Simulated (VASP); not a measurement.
# Pd (Fm-3m) in VASP: single point with PBE

Aim: the single point of Pd with PBE.

All numbers are computed with VASP 6.6.1; they aren't measurements. Logs are shortened: lines on timing, memory, paths and dates and some standing lists are left out, and cuts for length are marked.

## 1. The cell of the first run

It takes space group Fm-3m (No. 225, cubic). The conventional cell has a = 3.944 Å, b = 3.944 Å, c = 3.944 Å, α = 90.00°, β = 90.00°, γ = 90.00°. Pd (site symmetry m-3m) has 12 Pd at 2.79 Å within 3.7 Å.

## 2. Single point, PBE

INCAR reads:

```
  ALGO = Normal
  EDIFF = 1E-7
  ENCUT = 520
  GGA = PE
  ISIF = 2
  ISMEAR = -1
  LASPH = T
  LCHARG = T
  LELF = T
  LREAL = F
  LVHAR = T
  LWAVE = F
  NBANDS = 17
  NELM = 60
  PREC = Accurate
  SIGMA = 0.05
```

KPOINTS reads:

```
k-points
0
Gamma
  12 12 8
```

POSCAR reads:

```
Pd
1.0
    1.9720287096      1.9720287096      0.0000000000
   -1.9720287096      1.9720287096      0.0000000000
    0.0000000000      0.0000000000      3.9440574193
Pd
2
Direct
    0.0000000000      0.0000000000      0.0000000000
    0.5000000000      0.5000000000      0.5000000000
```

Potentials or basis: VASP PAW PBE potentials, release 64 (Pd).

Launch:

```console
$ cat potpaw_PBE.64/Pd/POTCAR > POTCAR
$ mpirun -np 1 vasp_std > vasp.out
```

OUTCAR:

```text
EDIFF = 1E-7
   ENCUT = 520
   GGA = PE
   ISIF = 2
   ISMEAR = -1
   LASPH = T
   LREAL = F
   NELM = 60
   PREC = Accurate

 ion  position               nearest neighbor table
   1  0.000  0.000  0.000-   2 2.79   2 2.79   2 2.79   2 2.79   2 2.79   2 2.79   2 2.79   2 2.79

   2  0.500  0.500  0.500-   1 2.79   1 2.79   1 2.79   1 2.79   1 2.79   1 2.79   1 2.79   1 2.79

  LATTYP: Found a simple tetragonal cell.
 ALAT       =     2.7888697465
 C/A-ratio  =     1.4142135624

  Lattice vectors:

 A1 = (   1.9720287096,   1.9720287096,   0.0000000000)
 A2 = (  -1.9720287096,   1.9720287096,   0.0000000000)
 A3 = (   0.0000000000,   0.0000000000,   3.9440574193)

Analysis of symmetry for initial positions (statically):
=====================================================================
 Subroutine PRICEL returns following result:

  LATTYP: Found a face centered cubic cell.
 ALAT       =     3.9440574192

  Lattice vectors:

 A1 = (   0.0000000000,  -1.9720287096,  -1.9720287096)
 A2 = (   1.9720287096,   0.0000000000,  -1.9720287096)
 A3 = (   1.9720287096,  -1.9720287096,   0.0000000000)

   2 primitive cells build up your supercell.

 Routine SETGRP: Setting up the symmetry group for a
 simple tetragonal supercell.

 Subroutine GETGRP returns: Found 16 space group operations
 (whereof 16 operations were pure point group operations)
 out of a pool of 16 trial point group operations.

The static configuration has the point symmetry D_4h.

Analysis of symmetry for dynamics (positions and initial velocities):
=====================================================================
 Subroutine PRICEL returns following result:

  LATTYP: Found a face centered cubic cell.
 ALAT       =     3.9440574192

  Lattice vectors:

 A1 = (   0.0000000000,  -1.9720287096,  -1.9720287096)
 A2 = (   1.9720287096,   0.0000000000,  -1.9720287096)
 A3 = (   1.9720287096,  -1.9720287096,   0.0000000000)

   2 primitive cells build up your supercell.

 Routine SETGRP: Setting up the symmetry group for a
 simple tetragonal supercell.

 Subroutine GETGRP returns: Found 16 space group operations
 (whereof 16 operations were pure point group operations)
 out of a pool of 16 trial point group operations.

The dynamic configuration has the point symmetry D_4h.

 Subroutine INISYM returns: Found 16 space group operations
 (whereof 16 operations are pure point group operations),
 and found     2 'primitive' translations

----------------------------------------------------------------------------------------

                                     Primitive cell

  volume of cell :      15.3380

  direct lattice vectors                    reciprocal lattice vectors
     0.000000000 -1.972028710 -1.972028710    -0.253546004 -0.253546004 -0.253546004
     1.972028710  0.000000000 -1.972028710     0.253546004  0.253546004 -0.253546004
     1.972028710 -1.972028710  0.000000000     0.253546004 -0.253546004  0.253546004

  length of vectors
     2.788869747  2.788869747  2.788869747     0.439154562  0.439154562  0.439154562

  position of ions in fractional coordinates (direct lattice)
     0.000000000  0.000000000  0.000000000

  ion indices of the primitive-cell ions
   primitive index   ion index
                 1           1

----------------------------------------------------------------------------------------

 KPOINTS: k-points

Automatic generation of k-mesh.
 Grid dimensions read from file:
 generate k-points for:   12   12    8

 Generating k-lattice:

  Cartesian coordinates                     Fractional coordinates (reciprocal lattice)
     0.021128834  0.021128834  0.000000000     0.083333333  0.000000000  0.000000000
    -0.021128834  0.021128834  0.000000000     0.000000000  0.083333333  0.000000000
     0.000000000  0.000000000  0.031693251     0.000000000  0.000000000  0.125000000

  Length of vectors
     0.029880683  0.029880683  0.031693251

  Shift w.r.t. Gamma in fractional coordinates (k-lattice)
     0.000000000  0.000000000  0.000000000

 Subroutine IBZKPT returns following result:
 ===========================================

 Found    140 irreducible k-points:

 Following reciprocal coordinates:
            Coordinates               Weight
  0.000000  0.000000  0.000000      1.000000
  0.083333  0.000000  0.000000      4.000000
  0.166667  0.000000  0.000000      4.000000
  0.250000  0.000000  0.000000      4.000000
  0.333333  0.000000  0.000000      4.000000
  0.416667  0.000000  0.000000      4.000000
[... 16 lines left out ...]
  0.333333  0.333333  0.000000      4.000000
  0.416667  0.333333  0.000000      8.000000
 [... further k-points ...]
   k-points           NKPTS =    140   k-points in BZ     NKDIM =    140   number of bands    NBANDS=     17
   number of dos      NEDOS =    301   number of ions     NIONS =      2
   total plane-waves  NPLWV =  17280
   dimension x,y,z NGX =    24 NGY =   24 NGZ =   30
   dimension x,y,z NGXF=    48 NGYF=   48 NGZF=   60
   ions per type =               2
   NGX,Y,Z   is equivalent  to a cutoff of  14.31, 14.31, 12.65 a.u.
   NGXF,Y,Z  is equivalent  to a cutoff of  28.61, 28.61, 25.29 a.u.
 SYSTEM =  unknown system
   PREC   = accura    normal or accurate (medium, high low for compatibility)
   ISTART =      0    job   : 0-new  1-cont  2-samecut
   ICHARG =      2    charge: 1-file 2-atom 10-const
   ISPIN  =      1    spin polarized calculation?
   LNONCOLLINEAR =      F non collinear calculations
   LSORBIT =      F    spin-orbit coupling
   LASPH  =      T    aspherical Exc in radial PAW
   ENCUT  =  520.0 eV  38.22 Ry    6.18 a.u.   5.19  5.19  7.33*2*pi/ulx,y,z
   NELM   =     60;   NELMIN=  2; NELMDL= -5     # of ELM steps
   EDIFF  = 0.1E-06   stopping-criterion for ELM
   LREAL  =      F    real-space projection
   EDIFFG = 0.1E-05   stopping-criterion for IOM
   NSW    =      0    number of steps for IOM
   IBRION =     -1    ionic relax: 0-MD 1-quasi-New 2-CG
   NFREE  =      0    steps in history (QN), initial steepest desc. (CG)
   ISIF   =      2    stress and relaxation
   ISYM   =      2    0-nonsym 1-usesym 2-fastsym
   POTIM  = 0.5000    time-step for ionic-motion
   TEBEG  =    0.0;   TEEND  =   0.0 temperature during run
   PSTRESS=    0.0 pullay stress
   NELECT =      20.0000    total number of electrons
   NUPDOWN=      -1.0000    fix difference up-down
   EMIN   =  10.00;   EMAX   =-10.00  energy-range for DOS
   EFERMI =   0.00;   METHOD = LEGACY
   ISMEAR =    -1;   SIGMA  =   0.05  broadening in eV -4-tet -1-fermi 0-gaus
   EFERMI_NEDOS =   21; number of points for ismear=-14 and -15
   IALGO  =     38    algorithm
   IMIX   =      4    mixing-type and parameters
     AMIX     =   0.40;   BMIX     =  1.00
     AMIX_MAG =   1.60;   BMIX_MAG =  1.00
  volume/ion in A,a.u.               =      15.34       103.51
  Fermi-wavevector in a.u.,A,eV,Ry     =   1.419553  2.682566 27.417516  2.015131
  Thomas-Fermi vector in A             =   2.540561
   LORBIT       =      0    0 simple, 1 ext, 2 COOP (PROOUT), +10 PAW based schemes
   GGA     = PE    functional components
   LHFCALC =     F    Hartree Fock is set to
   AEXX    =    0.0000 exact exchange contribution
   IVDW    =     0    specifies the selected vdW correction
   LEPSILON=     F    determine dielectric tensor
   LRPA    =     F    only Hartree local field effects (RPA)
 non-spin polarized calculation
  energy-cutoff  :      520.00
  volume of cell :       30.68
 maximum number of plane-waves:       844
 NGX is ok and might be reduce to    24
   NGX = 11   NGY = 11   NGZ = 15

 number of electron      20.0000007 magnetization

 Free energy of the ion-electron system (eV)
  ---------------------------------------------------
  ext. energy  EPLUGINS =         0.00000000
  ---------------------------------------------------
  free energy    TOTEN  =       -10.45651161 eV

  energy without entropy =      -10.41605397  energy(sigma->0) =      -10.43628279

 E-fermi :   9.1313     XC(G=0): -12.9426

 val. band max:        9.1238073262   @ k =   0.2500   0.0000   0.3750
 cond. band min:       9.1428397506   @ k =   0.4167   0.4167   0.2500
 fundamental gap:      0.0190324244
 Fermi energy:         9.1312922287

 k-point     1 :       0.0000    0.0000    0.0000
  band No.  band energies     occupation
      1       2.2960      2.00000
      2       4.0669      2.00000
      3       4.3397      2.00000
      4       6.4664      2.00000
      5       6.4664      2.00000
      6       6.4714      2.00000
[... 9 lines left out ...]
     16      26.3033      0.00000
     17      30.1401      0.00000

 k-point     2 :       0.0833    0.0000    0.0000
  band No.  band energies     occupation
      1       2.4585      2.00000
      2       4.1647      2.00000
      3       4.4356      2.00000
      4       6.4028      2.00000
      5       6.5159      2.00000
      6       6.5405      2.00000
[... 9 lines left out ...]
     16      26.4617      0.00000
     17      29.9015      0.00000

 k-point     3 :       0.1667    0.0000    0.0000
  band No.  band energies     occupation
      1       2.9238      2.00000
      2       4.3961      2.00000
      3       4.7492      2.00000
      4       6.2374      2.00000
      5       6.6613      2.00000
      6       6.7049      2.00000
[... 9 lines left out ...]
     16      26.7673      0.00000
     17      28.1253      0.00000

 k-point     4 :       0.2500    0.0000    0.0000
  band No.  band energies     occupation
      1       3.6214      2.00000
      2       4.6930      2.00000
      3       5.2375      2.00000
      4       6.0333      2.00000
      5       6.8159      2.00000
      6       6.8936      2.00000
[... 9 lines left out ...]
     16      26.3008      0.00000
     17      26.5719      0.00000
[... 343 lines left out ...]
      1       4.8292      2.00000
      2       4.8292      2.00000
      3       4.9664      2.00000
      4       4.9664      2.00000
      5       7.1274      2.00000
      6       7.1274      2.00000
[... 9 lines left out ...]
     16      22.0054      0.00000
     17      23.2461      0.00000

 k-point    23 :       0.3333    0.3333    0.0000
  band No.  band energies     occupation
      1       4.5212      2.00000
      2       4.7567      2.00000
      3       4.8019      2.00000
      4       5.0659      2.00000
      5       7.1584      2.00000
      6       8.2643      2.00000
[... 9 lines left out ...]
     16      24.5028      0.00000
     17      24.5073      0.00000

 k-point    24 :       0.4167    0.3333    0.0000
  band No.  band energies     occupation
      1       4.4211      2.00000
      2       4.5357      2.00000
      3       4.6451      2.00000
      4       4.7730      2.00000
      5       7.7291      2.00000
      6       8.3820      2.00000
[... 9 lines left out ...]
     16      22.9063      0.00000
     17      23.2910      0.00000

 [... further k-points ...]
[... 5 lines left out ...]
  --------------------------------------------------------------------------------------
  -------------------------------------------------------------------------------------
  Total       -0.0687733     -0.0687733     -0.1319162      0.0000000      0.0000000      0.0000000
  in kB       -3.5919524     -3.5919524     -6.8898377      0.0000000      0.0000000      0.0000000
  external PRESSURE =      -4.6912475 kB  Pullay stress =       0.0000000 kB

 VOLUME and BASIS-vectors are now :
 -----------------------------------------------------------------------------
  energy-cutoff  :      520.00
  volume of cell :       30.68
      direct lattice vectors                 reciprocal lattice vectors
     1.972028710  1.972028710  0.000000000     0.253546004  0.253546004  0.000000000
    -1.972028710  1.972028710  0.000000000    -0.253546004  0.253546004  0.000000000
     0.000000000  0.000000000  3.944057419     0.000000000  0.000000000  0.253546004

 POSITION                                       TOTAL-FORCE (eV/Angst)
 -----------------------------------------------------------------------------------
      0.00000      0.00000      0.00000         0.000000      0.000000      0.000000
      0.00000      1.97203      1.97203        -0.000000     -0.000000     -0.000000
 -----------------------------------------------------------------------------------
    total drift:                               -0.000000      0.000000     -0.000000

  FREE ENERGIE OF THE ION-ELECTRON SYSTEM (eV)
  ---------------------------------------------------
  free  energy   TOTEN  =       -10.4565116118 eV

  energy  without entropy=      -10.4160539739  energy(sigma->0) =      -10.43628279
```

Run time: 43 s. Hardware: 1 thread of Intel Xeon Platinum 8375C at 2.90GHz (Ice Lake), shared host; peak memory 0.19 GiB.

Results:

```
Free energy            : -10.4565 eV
Pressure               : -0.5 GPa
Band gap on the k mesh : zero (band 10 reaches 9.40 eV, above the bottom of band 11 at 8.38 eV)
```

Levels at points of the mesh, in eV from the Fermi level:
| k point | band 7 | band 8 | band 9 | band 10 | band 11 | band 12 | band 13 | band 14 |
| --- | --- | --- | --- | --- | --- | --- | --- | --- |
| (0.00, 0.00, 0.00) | -1.15 | -1.15 | -0.05 | 0.27 | 0.27 | 3.36 | 10.38 | 13.00 |
| (0.50, 0.00, 0.00) | -1.76 | -1.76 | -1.20 | -1.20 | 2.24 | 2.24 | 12.31 | 12.31 |
| (0.50, 0.50, 0.00) | 0.27 | 0.27 | 0.27 | 0.27 | 3.36 | 3.36 | 10.38 | 10.38 |
| (0.00, 0.00, 0.50) | -1.46 | -1.46 | -1.46 | -1.46 | -0.63 | -0.63 | 17.73 | 17.73 |
| (0.50, 0.00, 0.50) | -0.03 | -0.03 | -0.03 | -0.03 | 1.11 | 1.11 | 7.02 | 7.02 |
| (0.50, 0.50, 0.50) | -1.24 | -1.24 | 0.27 | 0.27 | 8.69 | 8.69 | 8.69 | 8.69 |
